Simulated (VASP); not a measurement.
Write the native input for VASP 6.6.1 that does the following.

* Task: relaxation of cell and atoms
* Functional: PBEsol
* Potentials or basis: VASP PAW PBE potentials, release 64 (Al, O)
* Cutoff: 600 eV
* k mesh: 9 × 9 × 7
* Occupations: fermi-dirac, width 0.05 eV
* Spin: no spin polarisation
* Target pressure: 5 GPa
* Dipole correction: no
* Further INCAR settings: ALGO = Normal; EDIFF = 1e-06; IBRION = 2; EDIFFG = -0.01; NSW = 60; ISIF = 3

The structure of AlO2 lies in POSCAR:

```
AlO2
1.0
    1.4881620000     -5.4028330000      0.0000000000
    1.4881620000      5.4028330000      0.0000000000
    0.0000000000      0.0000000000      3.6466120000
Al O
2 4
Direct
    0.6681330000      0.3318670000      0.7500000000
    0.3318670000      0.6681330000      0.2500000000
    0.0610720000      0.9389280000      0.7500000000
    0.9389280000      0.0610720000      0.2500000000
    0.2941840000      0.7058160000      0.7500000000
    0.7058160000      0.2941840000      0.2500000000
```

The input as run:

INCAR

```
ALGO     = Normal         # electronic algorithm
EDIFF    = 1E-6           # SCF threshold, eV
EDIFFG   = -0.01          # ionic threshold
ENCUT    = 600            # plane-wave cutoff, eV
GGA      = PS             # functional
IBRION   = 2              # ionic algorithm
ISIF     = 3              # what is computed and relaxed
ISMEAR   = -1             # smearing method
LASPH    = True           # aspherical terms in the spheres
LCHARG   = False          # write CHGCAR
LREAL    = False          # projectors in reciprocal space
LWAVE    = False          # write WAVECAR
NELM     = 60             # most SCF steps
NSW      = 60             # ionic steps
PREC     = Accurate       # precision mode
PSTRESS  = 50.0         
SIGMA    = 0.05           # smearing width, eV
```

KPOINTS

```
k-points
0
Gamma
  9 9 7
```

Potentials or basis: VASP PAW PBE potentials, release 64 (Al, O).

Run with:

```sh
$ cat potpaw_PBE.64/Al/POTCAR potpaw_PBE.64/O/POTCAR > POTCAR
$ mpirun -np 1 vasp_std > vasp.out
```

It gave:

- Relaxed volume: 8.36 Å³/atom
- Relaxed cell: a = 5.075 Å, b = 5.075 Å, c = 3.571 Å, α = 90.00°, β = 90.00°, γ = 146.95°
- Space group after relaxing (to 0.05 Å): Cmcm (No. 63)
- Energy change on relaxing (the enthalpy is what falls): -153.5 meV/atom
- Ionic steps: 16
- Pressure after relaxing: 5.1 GPa
- Largest force after relaxing: 0.008 eV/Å
- Band gap on the k mesh: 1.03 eV, indirect (least direct gap 1.10 eV)

Caveat: the cell is relaxed towards a set pressure, so the enthalpy falls and the energy may rise; the PAW data sets were made with another functional, which shifts forces and pressure a little.

Run time: 12 min on 1 thread of Intel(R) Xeon(R) Platinum 8559C (Emerald Rapids), with other jobs on the host, peak memory 0.35 GiB.
